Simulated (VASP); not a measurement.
# WSe2 (P6_3/mmc) in VASP: a series of runs, part 2 of 2

VASP 6.6.1. Earlier steps stand in the parts before.

## (4) Single point, r2SCAN

This run uses another cell than the first one, of 20.50 Å³/atom.

File POSCAR:

```
WSe2
1.0
    3.2488133234      0.0000000000      0.0000000000
   -1.6244066617      2.8135548702      0.0000000000
    0.0000000000      0.0000000000     13.4543378525
W Se
2 4
Direct
    0.6666666667      0.3333333333      0.7500000000
    0.3333333333      0.6666666667      0.2500000000
    0.3333333333      0.6666666667      0.8751537220
    0.6666666667      0.3333333333      0.3751537220
    0.3333333333      0.6666666667      0.6248462780
    0.6666666667      0.3333333333      0.1248462780
```

File INCAR.step1:

```
SYSTEM = WSe2
PREC     = Accurate       ! precision mode
ENCUT    = 520            ! plane-wave cutoff, eV
ISMEAR   = 0              ! smearing method
SIGMA    = 0.02           ! smearing width, eV
LREAL    = .False.        ! projectors in reciprocal space
LASPH    = .True.         ! aspherical terms in the spheres
NELM     = 60             ! most SCF steps
NBANDS   = 35             ! bands
GGA      = PE             ! functional
ALGO     = Normal         ! electronic algorithm
EDIFF    = 1E-4           ! SCF threshold, eV
LWAVE    = .True.         ! write WAVECAR
LCHARG   = .False.        ! write CHGCAR
```

File INCAR.step2:

```
SYSTEM = WSe2
PREC     = Accurate       ! precision mode
ENCUT    = 520            ! plane-wave cutoff, eV
EDIFF    = 1E-6           ! SCF threshold, eV
ISMEAR   = 0              ! smearing method
SIGMA    = 0.02           ! smearing width, eV
LREAL    = .False.        ! projectors in reciprocal space
LASPH    = .True.         ! aspherical terms in the spheres
NELM     = 60             ! most SCF steps
ALGO     = Normal         ! electronic algorithm
ISIF     = 2              ! what is computed and relaxed
LWAVE    = .False.        ! write WAVECAR
LCHARG   = .False.        ! write CHGCAR
METAGGA  = R2SCAN         ! meta-GGA
LMIXTAU  = .True.       
NBANDS   = 35             ! bands
ISTART   = 1
```

File KPOINTS:

```
regular mesh
0
Gamma
  12 12 2
  0 0 0
```

Potentials or basis: VASP PAW PBE potentials, release 64 (W_sv, Se).

The run is started by

```sh
$ cat potpaw_PBE.64/W_sv/POTCAR potpaw_PBE.64/Se/POTCAR > POTCAR
$ cp INCAR.step1 INCAR
$ mpirun -np 1 vasp_std > vasp.out
$ cp INCAR.step2 INCAR
$ mpirun -np 1 vasp_std > vasp.out
```

OUTCAR:

```text
SYSTEM = WSe2
   PREC = Accurate
   ENCUT = 520
   EDIFF = 1E-6
   ISMEAR = 0
   LREAL = .False.
   LASPH = .True.
   NELM = 60
   ISIF = 2
   METAGGA = R2SCAN
   ISTART = 1

 ion  position               nearest neighbor table
   1  0.667  0.333  0.750-   3 2.52   5 2.52   3 2.52   5 2.52   3 2.52   5 2.52
   2  0.333  0.667  0.250-   4 2.52   6 2.52   4 2.52   6 2.52   4 2.52   6 2.52
   3  0.333  0.667  0.875-   1 2.52   1 2.52   1 2.52
   4  0.667  0.333  0.375-   2 2.52   2 2.52   2 2.52
   5  0.333  0.667  0.625-   1 2.52   1 2.52   1 2.52
   6  0.667  0.333  0.125-   2 2.52   2 2.52   2 2.52

  LATTYP: Found a hexagonal cell.
 ALAT       =     3.2488133234
 C/A-ratio  =     4.1413083835

  Lattice vectors:

 A1 = (   3.2488133234,   0.0000000000,   0.0000000000)
 A2 = (  -1.6244066617,   2.8135548702,   0.0000000000)
 A3 = (   0.0000000000,   0.0000000000,  13.4543378525)

Analysis of symmetry for initial positions (statically):
=====================================================================
 Subroutine PRICEL returns:
 Original cell was already a primitive cell.

 Routine SETGRP: Setting up the symmetry group for a
 hexagonal supercell.

 Subroutine GETGRP returns: Found 24 space group operations
 (whereof 12 operations were pure point group operations)
 out of a pool of 24 trial point group operations.

The static configuration has the point symmetry D_3d.
 The point group associated with its full space group is D_6h.

Analysis of symmetry for dynamics (positions and initial velocities):
=====================================================================
 Subroutine PRICEL returns:
 Original cell was already a primitive cell.

 Routine SETGRP: Setting up the symmetry group for a
 hexagonal supercell.
[... 131 lines left out ...]
   IALGO  =     38    algorithm
   IMIX   =      4    mixing-type and parameters
     AMIX     =   0.40;   BMIX     =  1.00
     AMIX_MAG =   1.60;   BMIX_MAG =  1.00
  volume/ion in A,a.u.               =      20.50       138.32
  Fermi-wavevector in a.u.,A,eV,Ry     =   1.228745  2.321991 20.542273  1.509814
  Thomas-Fermi vector in A             =   2.363659
   LORBIT       =      0    0 simple, 1 ext, 2 COOP (PROOUT), +10 PAW based schemes
   METAGGA = R2SCAN    functional components
   LHFCALC =     F    Hartree Fock is set to
   AEXX    =    0.0000 exact exchange contribution
   IVDW    =     0    specifies the selected vdW correction
   LEPSILON=     F    determine dielectric tensor
   LRPA    =     F    only Hartree local field effects (RPA)
 non-spin polarized calculation
 Gauss-broadening in eV      SIGMA  =   0.02
  energy-cutoff  :      520.00
  volume of cell :      122.98
 maximum number of plane-waves:      3360
   NGX = 13   NGY = 13   NGZ = 51

 number of electron      51.9999998 magnetization

 Free energy of the ion-electron system (eV)
  ---------------------------------------------------
  ext. energy  EPLUGINS =         0.00000000
  ---------------------------------------------------
  free energy    TOTEN  =      -163.50089129 eV

  energy without entropy =     -163.50089129  energy(sigma->0) =     -163.50089129

 E-fermi :   6.0299     XC(G=0): -11.2823

 val. band max:        5.7421212116   @ k =   0.0000   0.0000   0.0000
 cond. band min:       7.0437517121   @ k =   0.1667   0.1667   0.0000
 fundamental gap:      1.3016305005
 Fermi energy:         6.0298680249

 k-point     1 :       0.0000    0.0000    0.0000
  band No.  band energies     occupation
      1     -70.3019      2.00000
      2     -70.3019      2.00000
      3     -33.9302      2.00000
      4     -33.9302      2.00000
      5     -33.7577      2.00000
      6     -33.7577      2.00000
[... 901 lines left out ...]
     34      10.1722      0.00000
     35      12.1402      0.00000

 [... further k-points ...]

------------------------ aborting loop because EDIFF is reached ----------------------------------------

  FORCE on cell =-STRESS in cart. coord.  units (eV):
  Direction    XX          YY          ZZ          XY          YZ          ZX
  --------------------------------------------------------------------------------------
  -------------------------------------------------------------------------------------
  Total        4.2547040      4.2547040      0.9593303      0.0000000     -0.0000000      0.0000000
  in kB       55.4290528     55.4290528     12.4978772      0.0000000     -0.0000000      0.0000000
  external PRESSURE =      41.1186610 kB  Pullay stress =       0.0000000 kB

 VOLUME and BASIS-vectors are now :
 -----------------------------------------------------------------------------
  energy-cutoff  :      520.00
  volume of cell :      122.98
      direct lattice vectors                 reciprocal lattice vectors
     3.248813323  0.000000000  0.000000000     0.307804697  0.177711125  0.000000000
    -1.624406662  2.813554870  0.000000000     0.000000000  0.355422249  0.000000000
     0.000000000  0.000000000 13.454337853     0.000000000  0.000000000  0.074325471

 POSITION                                       TOTAL-FORCE (eV/Angst)
 -----------------------------------------------------------------------------------
      1.62441      0.93785     10.09075        -0.000000      0.000000      0.000000
     -0.00000      1.87570      3.36358         0.000000     -0.000000      0.000000
     -0.00000      1.87570     11.77461        -0.000000      0.000000      0.048247
      1.62441      0.93785      5.04744         0.000000     -0.000000      0.048247
     -0.00000      1.87570      8.40689        -0.000000      0.000000     -0.048247
      1.62441      0.93785      1.67972         0.000000      0.000000     -0.048247
 -----------------------------------------------------------------------------------
    total drift:                               -0.000000      0.000000     -0.000000

  FREE ENERGIE OF THE ION-ELECTRON SYSTEM (eV)
  ---------------------------------------------------
  free  energy   TOTEN  =      -163.5008912950 eV

  energy  without entropy=     -163.5008912950  energy(sigma->0) =     -163.50089129
```

OUTCAR.step1:

```text
SYSTEM = WSe2
   PREC = Accurate
   ENCUT = 520
   ISMEAR = 0
   LREAL = .False.
   LASPH = .True.
   NELM = 60
[... 1150 lines left out ...]
      1.62441      0.93785      5.04744        -0.000000      0.000000      0.370152
     -0.00000      1.87570      8.40689         0.000000      0.000000     -0.370152
      1.62441      0.93785      1.67972        -0.000000      0.000000     -0.370152
 -----------------------------------------------------------------------------------
    total drift:                               -0.000000      0.000000     -0.000000

  FREE ENERGIE OF THE ION-ELECTRON SYSTEM (eV)
  ---------------------------------------------------
  free  energy   TOTEN  =       -43.1003454200 eV

  energy  without entropy=      -43.1003454200  energy(sigma->0) =      -43.10034542
```

It took 5.6 min on 1 thread of Intel Xeon Platinum 8488C (Sapphire Rapids), shared host; peak memory 0.33 GiB.

Results:

```
Free energy            : -163.5009 eV
Pressure               : 4.1 GPa
Largest force          : 0.048 eV/Å
Band gap on the k mesh : 1.30 eV (least direct gap 1.83 eV)
```

Forces on the atoms (eV/Å):
```
W    0.000  0.000  0.000
W    0.000  0.000  0.000
Se   0.000  0.000  0.048
Se   0.000  0.000  0.048
Se   0.000  0.000 -0.048
Se   0.000  0.000 -0.048
```

Levels at points of the mesh, in eV from the valence-band top:
```csv
k point,band 23,band 24,band 25,band 26,band 27,band 28,band 29,band 30
"(0.00, 0.00, 0.00)",-1.31,-1.31,-1.04,0.00,3.12,3.12,3.16,3.16
"(0.50, 0.00, 0.00)",-1.29,-1.21,-1.12,-0.96,2.64,2.66,2.76,3.09
"(0.00, 0.00, 0.50)",-1.32,-1.32,-0.28,-0.28,3.13,3.13,3.13,3.13
"(0.50, 0.00, 0.50)",-1.24,-1.24,-1.04,-1.04,2.65,2.65,2.94,2.94
```

Caveat: the cell stands under pressure; the PAW data sets were made with another functional, which shifts forces and pressure a little; spin-orbit coupling is left out, which moves the levels of the heavy elements.
